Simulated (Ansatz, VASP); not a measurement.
**Two plane-wave programs on Si**

```
Si
1.0
     3.57754    0.00000    0.00000
    -1.78877    3.09824    0.00000
     0.00000    0.00000    7.10141
Si
4
Direct
  0.33333 0.66667 0.07258
  0.66667 0.33333 0.57258
  0.33333 0.66667 0.42742
  0.66667 0.33333 0.92742
```

Alike in both runs: task single point; functional LDA; k mesh 12 × 12 × 6; occupations gaussian, width 0.03 eV; no spin polarisation.

|  | VASP | Ansatz |
| --- | --- | --- |
| version | VASP 6.6.1 | Ansatz 0.2.0 |
| potentials or method | VASP PAW LDA potentials, release 64 (Si), cutoff 520 eV | scalar-relativistic, plane waves, PAW |
| valence electrons in the cell | 16 | 16 |

|  | VASP | Ansatz | Ansatz less VASP |
| --- | --- | --- | --- |
| gap on the k mesh at the Fermi level (eV) | none | none | - |
| pressure (GPa) | -0.1 | -0.2 | -0.06 |
| traceless stress, the component that is largest in VASP (GPa) | -17.85 | -17.74 | +0.107 |
| rms of the force components (eV/Å) | 0.072 | 0.077 | +0.0048 |

Ansatz warns that its potentials were made for another functional, while VASP's fit it. LDA's correlation is that of Perdew and Zunger in VASP and of Perdew and Wang (1992) in Ansatz. Atom by atom the forces differ by 0.005 eV/Å (rms over components). A gap of «none» marks a metal or a gap that the smearing closes.
